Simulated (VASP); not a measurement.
A run of VASP 6.6.1:

INCAR

```
PREC     = Accurate       # precision mode
ENCUT    = 520            # plane-wave cutoff, eV
EDIFF    = 1E-6           # SCF threshold, eV
ISMEAR   = 0              # smearing method
SIGMA    = 0.01           # smearing width, eV
LREAL    = Auto         
LASPH    = T              # aspherical terms in the spheres
NELM     = 80             # most SCF steps
ALGO     = Normal         # electronic algorithm
ISIF     = 2              # what is computed and relaxed
LWAVE    = F              # write WAVECAR
LCHARG   = F              # write CHGCAR
GGA      = PE             # functional
IBRION   = 2              # ionic algorithm
NSW      = 80             # ionic steps
EDIFFG   = -0.004         # ionic threshold
```

The input KPOINTS:

```
Automatic mesh
0
Gamma
  4 4 5
```

The input POSCAR:

```
ScAl7N8
1.0
    6.3388312335      0.0000000000      0.0000000000
   -3.1694156168      5.4895888785      0.0000000000
    0.0000000000      0.0000000000      5.0492676790
Al Sc N
7 1 8
Direct
    0.3364810355      0.1635189645      0.5014529738
    0.1680752110      0.8340376055     -0.0012457333
    0.3364810355      0.6729620710      0.5014529738
    0.6659623945      0.3319247890     -0.0012457333
    0.8270379290      0.1635189645      0.5014529738
    0.6659623945      0.8340376055     -0.0012457333
    0.8333333333      0.6666666667      0.4979836146
    0.1666666667      0.3333333333     -0.0079584274
    0.1666666667      0.3333333333      0.4147266961
    0.3439297908      0.1560702092      0.8769183141
    0.1653546555      0.8326773278      0.3795474317
    0.3439297908      0.6878595817      0.8769183141
    0.6673226722      0.3346453445      0.3795474317
    0.8121404183      0.1560702092      0.8769183141
    0.6673226722      0.8326773278      0.3795474317
    0.8333333333      0.6666666667      0.8812291576
```

Potentials or basis: VASP PAW PBE potentials, release 64 (Al, Sc_sv, N).

Run with:

```sh
$ cat potpaw_PBE.64/Al/POTCAR potpaw_PBE.64/Sc_sv/POTCAR potpaw_PBE.64/N/POTCAR > POTCAR
$ mpirun -np 1 vasp_std > vasp.out
```

Hardware: 1 thread of Intel(R) Xeon(R) Platinum 8259CL CPU @ 2.50GHz (Skylake/Cascade Lake), on a shared host.

Estimate the wall time of this run.

Run time: 15 min on 1 thread of Intel(R) Xeon(R) Platinum 8259CL CPU @ 2.50GHz (Skylake/Cascade Lake) (shared host), peak memory 0.34 GiB. Counts: scf iterations 43, k points 14, ion steps 8.
